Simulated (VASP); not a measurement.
# GaN (F-43m) in VASP: notebook

GaN is run at these levels: r2SCAN+D4, r2SCAN+D3(BJ), r2SCANh; tasks: single point.

All numbers are computed with VASP 6.6.1; they aren't measurements. Logs are shortened: lines on timing, memory, paths and dates and some standing lists are left out, and cuts for length are marked.

**1. The cell of the first run**

It takes space group F-43m (No. 216, cubic). The conventional cell has a = 4.483 Å, b = 4.483 Å, c = 4.483 Å, α = 90.00°, β = 90.00°, γ = 90.00°. Ga (site symmetry -43m) has 4 N at 1.94 Å within 2.6 Å. Within 2.6 Å of N (site symmetry -43m) lie 4 Ga at 1.94 Å.

**2. Single point, r2SCAN+D4**

POSCAR

```
GaN
1.0
    0.0000000000      2.2413181357      2.2413181357
    2.2413181357      0.0000000000      2.2413181357
    2.2413181357      2.2413181357      0.0000000000
Ga N
1 1
Direct
    0.0000000000      0.0000000000      0.0000000000
    0.2500000000      0.2500000000      0.2500000000
```

INCAR.step1

```
PREC     = Accurate       # precision mode
ENCUT    = 1460           # plane-wave cutoff, eV
ISMEAR   = -1             # smearing method
SIGMA    = 0.05           # smearing width, eV
LREAL    = F              # projectors in reciprocal space
LASPH    = T              # aspherical terms in the spheres
NELM     = 120            # most SCF steps
NBANDS   = 16             # bands
GGA      = PE             # functional
ALGO     = Normal         # electronic algorithm
EDIFF    = 1E-5           # SCF threshold, eV
LWAVE    = T              # write WAVECAR
LCHARG   = F              # write CHGCAR
GGA_COMPAT= F
```

INCAR.step2

```
PREC     = Accurate       # precision mode
ENCUT    = 1460           # plane-wave cutoff, eV
EDIFF    = 1E-6           # SCF threshold, eV
ISMEAR   = -1             # smearing method
SIGMA    = 0.05           # smearing width, eV
LREAL    = F              # projectors in reciprocal space
LASPH    = T              # aspherical terms in the spheres
NELM     = 120            # most SCF steps
ALGO     = Normal         # electronic algorithm
ISIF     = 2              # what is computed and relaxed
LWAVE    = F              # write WAVECAR
LCHARG   = F              # write CHGCAR
METAGGA  = R2SCAN         # meta-GGA
LMIXTAU  = T            
IVDW     = 13             # dispersion correction
VDW_S6   = 1.0          
VDW_S8   = 0.6018749    
VDW_A1   = 0.51559235   
VDW_A2   = 5.77342911   
NBANDS   = 16             # bands
ISTART   = 1            
GGA_COMPAT= F
```

KPOINTS

```
regular mesh
0
Gamma
  10 10 10
```

Potentials or basis: VASP PAW PBE potentials, release 64 (Ga_d, N_h).

The run is started by

```sh
$ cat potpaw_PBE.64/Ga_d/POTCAR potpaw_PBE.64/N_h/POTCAR > POTCAR
$ cp INCAR.step1 INCAR
$ mpirun -np 1 vasp_std > vasp.out
$ cp INCAR.step2 INCAR
$ mpirun -np 1 vasp_std > vasp.out
```

OUTCAR:

```text
PREC = Accurate
   ENCUT = 1460
   EDIFF = 1E-6
   ISMEAR = -1
   LREAL = F
   LASPH = T
   NELM = 120
   ISIF = 2
   METAGGA = R2SCAN
   IVDW = 13
   ISTART = 1

 ion  position               nearest neighbor table
   1  0.000  0.000  0.000-   2 1.94   2 1.94   2 1.94   2 1.94
   2  0.250  0.250  0.250-   1 1.94   1 1.94   1 1.94   1 1.94

  LATTYP: Found a face centered cubic cell.
 ALAT       =     4.4826362714

  Lattice vectors:

 A1 = (   0.0000000000,   2.2413181357,   2.2413181357)
 A2 = (   2.2413181357,   0.0000000000,   2.2413181357)
 A3 = (   2.2413181357,   2.2413181357,   0.0000000000)

Analysis of symmetry for initial positions (statically):
=====================================================================
 Subroutine PRICEL returns:
 Original cell was already a primitive cell.

 Routine SETGRP: Setting up the symmetry group for a
 face centered cubic supercell.

 Subroutine GETGRP returns: Found 24 space group operations
 (whereof 24 operations were pure point group operations)
 out of a pool of 48 trial point group operations.

The static configuration has the point symmetry T_d .

Analysis of symmetry for dynamics (positions and initial velocities):
=====================================================================
 Subroutine PRICEL returns:
 Original cell was already a primitive cell.

 Routine SETGRP: Setting up the symmetry group for a
 face centered cubic supercell.

 Subroutine GETGRP returns: Found 24 space group operations
 (whereof 24 operations were pure point group operations)
 out of a pool of 48 trial point group operations.

The dynamic configuration has the point symmetry T_d .

 Subroutine INISYM returns: Found 24 space group operations
 (whereof 24 operations are pure point group operations),
 and found     1 'primitive' translations

----------------------------------------------------------------------------------------

                                     Primitive cell

  volume of cell :      22.5186

  direct lattice vectors                    reciprocal lattice vectors
     0.000000000  2.241318136  2.241318136    -0.223083012  0.223083012  0.223083012
     2.241318136  0.000000000  2.241318136     0.223083012 -0.223083012  0.223083012
     2.241318136  2.241318136  0.000000000     0.223083012  0.223083012 -0.223083012

  length of vectors
     3.169702505  3.169702505  3.169702505     0.386391111  0.386391111  0.386391111

  position of ions in fractional coordinates (direct lattice)
     0.000000000  0.000000000  0.000000000
     0.250000000  0.250000000  0.250000000

  ion indices of the primitive-cell ions
   primitive index   ion index
                 1           1
                 2           2

----------------------------------------------------------------------------------------

 KPOINTS: regular mesh

Automatic generation of k-mesh.
 Grid dimensions read from file:
 generate k-points for:   10   10   10

 Generating k-lattice:

  Cartesian coordinates                     Fractional coordinates (reciprocal lattice)
    -0.022308301  0.022308301  0.022308301     0.100000000  0.000000000  0.000000000
     0.022308301 -0.022308301  0.022308301     0.000000000  0.100000000  0.000000000
     0.022308301  0.022308301 -0.022308301     0.000000000  0.000000000  0.100000000

  Length of vectors
     0.038639111  0.038639111  0.038639111

  Shift w.r.t. Gamma in fractional coordinates (k-lattice)
     0.000000000  0.000000000  0.000000000

 Subroutine IBZKPT returns following result:
 ===========================================

 Found     47 irreducible k-points:

 Following reciprocal coordinates:
            Coordinates               Weight
  0.000000  0.000000  0.000000      1.000000
  0.100000  0.000000  0.000000      8.000000
  0.200000  0.000000  0.000000      8.000000
  0.300000  0.000000  0.000000      8.000000
  0.400000  0.000000  0.000000      8.000000
  0.500000  0.000000  0.000000      4.000000
[... 16 lines left out ...]
  0.300000  0.300000  0.000000      6.000000
  0.400000  0.300000  0.000000     24.000000
 [... further k-points ...]
   k-points           NKPTS =     47   k-points in BZ     NKDIM =     47   number of bands    NBANDS=     16
   number of dos      NEDOS =    301   number of ions     NIONS =      2
   total plane-waves  NPLWV =  64000
   dimension x,y,z NGX =    40 NGY =   40 NGZ =   40
   dimension x,y,z NGXF=    80 NGYF=   80 NGZF=   80
   ions per type =               1   1
   NGX,Y,Z   is equivalent  to a cutoff of  20.98, 20.98, 20.98 a.u.
   NGXF,Y,Z  is equivalent  to a cutoff of  41.96, 41.96, 41.96 a.u.
 SYSTEM =  unknown system
   PREC   = accura    normal or accurate (medium, high low for compatibility)
   ISTART =      1    job   : 0-new  1-cont  2-samecut
   ICHARG =      0    charge: 1-file 2-atom 10-const
   ISPIN  =      1    spin polarized calculation?
   LNONCOLLINEAR =      F non collinear calculations
   LSORBIT =      F    spin-orbit coupling
   LASPH  =      T    aspherical Exc in radial PAW
   ENCUT  = 1460.0 eV 107.31 Ry   10.36 a.u.   9.88  9.88  9.88*2*pi/ulx,y,z
   NELM   =    120;   NELMIN=  2; NELMDL=  0     # of ELM steps
   EDIFF  = 0.1E-05   stopping-criterion for ELM
   LREAL  =      F    real-space projection
   EDIFFG = 0.1E-04   stopping-criterion for IOM
   NSW    =      0    number of steps for IOM
   IBRION =     -1    ionic relax: 0-MD 1-quasi-New 2-CG
   NFREE  =      0    steps in history (QN), initial steepest desc. (CG)
   ISIF   =      2    stress and relaxation
   ISYM   =      2    0-nonsym 1-usesym 2-fastsym
   POTIM  = 0.5000    time-step for ionic-motion
   TEBEG  =    0.0;   TEEND  =   0.0 temperature during run
   PSTRESS=    0.0 pullay stress
   NELECT =      18.0000    total number of electrons
   NUPDOWN=      -1.0000    fix difference up-down
   EMIN   =  10.00;   EMAX   =-10.00  energy-range for DOS
   EFERMI =   0.00;   METHOD = LEGACY
   ISMEAR =    -1;   SIGMA  =   0.05  broadening in eV -4-tet -1-fermi 0-gaus
   EFERMI_NEDOS =   21; number of points for ismear=-14 and -15
   IALGO  =     38    algorithm
   IMIX   =      4    mixing-type and parameters
     AMIX     =   0.40;   BMIX     =  1.00
     AMIX_MAG =   1.60;   BMIX_MAG =  1.00
  volume/ion in A,a.u.               =      11.26        75.98
  Fermi-wavevector in a.u.,A,eV,Ry     =   1.519330  2.871118 31.407201  2.308364
  Thomas-Fermi vector in A             =   2.628331
   LORBIT       =      0    0 simple, 1 ext, 2 COOP (PROOUT), +10 PAW based schemes
   METAGGA = R2SCAN    functional components
   LHFCALC =     F    Hartree Fock is set to
   AEXX    =    0.0000 exact exchange contribution
   IVDW    =    13    specifies the selected vdW correction
   LEPSILON=     F    determine dielectric tensor
   LRPA    =     F    only Hartree local field effects (RPA)
 non-spin polarized calculation
  energy-cutoff  :     1460.00
  volume of cell :       22.52
 maximum number of plane-waves:      2884
   NGX = 19   NGY = 19   NGZ = 19

 number of electron      18.0000000 magnetization

 Free energy of the ion-electron system (eV)
  ---------------------------------------------------
  ext. energy  EPLUGINS =         0.00000000
  ---------------------------------------------------
  free energy    TOTEN  =       -21.89709372 eV

  energy without entropy =      -21.89709372  energy(sigma->0) =      -21.89709372

 E-fermi :   6.5560     XC(G=0): -12.7220

 val. band max:        5.4937919045   @ k =   0.0000   0.0000   0.0000
 cond. band min:       7.7211045120   @ k =   0.0000   0.0000   0.0000
 fundamental gap:      2.2273126075
 Fermi energy:         6.5560280807

 k-point     1 :       0.0000    0.0000    0.0000
  band No.  band energies     occupation
      1     -11.3787      2.00000
      2      -8.3495      2.00000
      3      -8.3494      2.00000
      4      -8.3494      2.00000
      5      -7.9806      2.00000
      6      -7.9806      2.00000
[... 8 lines left out ...]
     15      25.3540      0.00000
     16      25.3540      0.00000

 k-point     2 :       0.1000    0.0000    0.0000
  band No.  band energies     occupation
      1     -11.2646      2.00000
      2      -8.3346      2.00000
      3      -8.3346      2.00000
      4      -8.3099      2.00000
      5      -7.9819      2.00000
      6      -7.9819      2.00000
[... 8 lines left out ...]
     15      23.9216      0.00000
     16      24.0498      0.00000

 k-point     3 :       0.2000    0.0000    0.0000
  band No.  band energies     occupation
      1     -10.9713      2.00000
      2      -8.2996      2.00000
      3      -8.2996      2.00000
      4      -8.1500      2.00000
      5      -7.9807      2.00000
      6      -7.9807      2.00000
[... 8 lines left out ...]
     15      23.1277      0.00000
     16      23.1277      0.00000

 k-point     4 :       0.3000    0.0000    0.0000
  band No.  band energies     occupation
      1     -10.6394      2.00000
      2      -8.2671      2.00000
      3      -8.2670      2.00000
      4      -7.9672      2.00000
      5      -7.9672      2.00000
      6      -7.7730      2.00000
[... 8 lines left out ...]
     15      23.6999      0.00000
     16      23.6999      0.00000

 k-point     5 :       0.4000    0.0000    0.0000
  band No.  band energies     occupation
      1     -10.4184      2.00000
      2      -8.2513      2.00000
      3      -8.2513      2.00000
      4      -7.9447      2.00000
      5      -7.9447      2.00000
      6      -7.1956      2.00000
[... 8 lines left out ...]
     15      25.2713      0.00000
     16      25.2713      0.00000

 k-point     6 :       0.5000    0.0000    0.0000
  band No.  band energies     occupation
      1     -10.3484      2.00000
      2      -8.2479      2.00000
      3      -8.2479      2.00000
      4      -7.9333      2.00000
      5      -7.9333      2.00000
      6      -6.8518      2.00000
[... 8 lines left out ...]
     15      26.4329      0.00000
     16      26.4329      0.00000
[... 267 lines left out ...]
 k-point    21 :      -0.3000    0.2000    0.0000
  band No.  band energies     occupation
      1     -10.3408      2.00000
      2      -8.2351      2.00000
      3      -8.1937      2.00000
      4      -7.9880      2.00000
      5      -7.9867      2.00000
      6      -7.0708      2.00000
[... 8 lines left out ...]
     15      23.9722      0.00000
     16      27.2784      0.00000

 k-point    22 :      -0.2000    0.2000    0.0000
  band No.  band energies     occupation
      1     -10.5365      2.00000
      2      -8.2458      2.00000
      3      -8.2353      2.00000
      4      -8.0037      2.00000
      5      -8.0000      2.00000
      6      -7.5991      2.00000
[... 8 lines left out ...]
     15      24.0006      0.00000
     16      27.2647      0.00000

 k-point    23 :       0.3000    0.3000    0.0000
  band No.  band energies     occupation
      1     -10.4356      2.00000
      2      -8.1727      2.00000
      3      -8.1416      2.00000
      4      -8.1416      2.00000
      5      -7.9264      2.00000
      6      -7.5953      2.00000
[... 8 lines left out ...]
     15      28.4714      0.00000
     16      29.2882      0.00000

 k-point    24 :       0.4000    0.3000    0.0000
  band No.  band energies     occupation
      1     -10.2832      2.00000
      2      -8.1916      2.00000
      3      -8.1026      2.00000
      4      -8.0995      2.00000
      5      -7.9160      2.00000
      6      -7.1722      2.00000
[... 8 lines left out ...]
     15      28.9807      0.00000
     16      29.1290      0.00000

 [... further k-points ...]

------------------------ aborting loop because EDIFF is reached ----------------------------------------

  DFT-D4 for vdW energy calculation

  Edisp (eV):   -0.29533

  FORCE on cell =-STRESS in cart. coord.  units (eV):
  Direction    XX          YY          ZZ          XY          YZ          ZX
  --------------------------------------------------------------------------------------
  -------------------------------------------------------------------------------------
  Total       0.16545     0.16545     0.16545     0.00000     0.00000     0.00000
  in kB      11.77149    11.77149    11.77149     0.00000     0.00000     0.00000
  external pressure =       11.77 kB  Pullay stress =        0.00 kB

 VOLUME and BASIS-vectors are now :
 -----------------------------------------------------------------------------
  energy-cutoff  :     1460.00
  volume of cell :       22.52
      direct lattice vectors                 reciprocal lattice vectors
     0.000000000  2.241318136  2.241318136    -0.223083012  0.223083012  0.223083012
     2.241318136  0.000000000  2.241318136     0.223083012 -0.223083012  0.223083012
     2.241318136  2.241318136  0.000000000     0.223083012  0.223083012 -0.223083012

 POSITION                                       TOTAL-FORCE (eV/Angst)
 -----------------------------------------------------------------------------------
      0.00000      0.00000      0.00000         0.000000      0.000000      0.000000
      1.12066      1.12066      1.12066        -0.000000     -0.000000     -0.000000
 -----------------------------------------------------------------------------------
    total drift:                               -0.000000     -0.000000     -0.000000

  FREE ENERGIE OF THE ION-ELECTRON SYSTEM (eV)
  ---------------------------------------------------
  free  energy   TOTEN  =       -22.1924286195 eV

  energy  without entropy=      -22.1924286195  energy(sigma->0) =      -22.19242862
```

It took 4.1 min on 1 thread of Intel Xeon Platinum 8259CL at 2.50GHz (Skylake/Cascade Lake), shared host; peak memory 0.32 GiB.

What came out:

| Item | Value |
| --- | --- |
| Free energy | -22.1924 eV |
| Pressure | 1.2 GPa |
| Band gap on the k mesh | 2.23 eV |
| Dispersion energy per atom | -0.148 eV |

Levels at points of the mesh, in eV from the valence-band top:
```csv
k point,band 5,band 6,band 7,band 8,band 9,band 10,band 11,band 12,band 13,band 14
"(0.00, 0.00, 0.00)",-13.47,-13.47,0.00,0.00,0.00,2.23,11.12,11.12,11.12,18.79
"(0.50, 0.00, 0.00)",-13.43,-12.35,-7.26,-1.02,-1.02,5.28,9.53,11.09,11.09,16.65
"(0.50, 0.50, 0.00)",-13.39,-11.97,-6.28,-2.84,-2.84,3.78,7.35,12.70,15.13,15.13
```

Caveat: the PAW data sets were made with another functional, which shifts forces and pressure a little.

(Continued in part 2 of 2.)
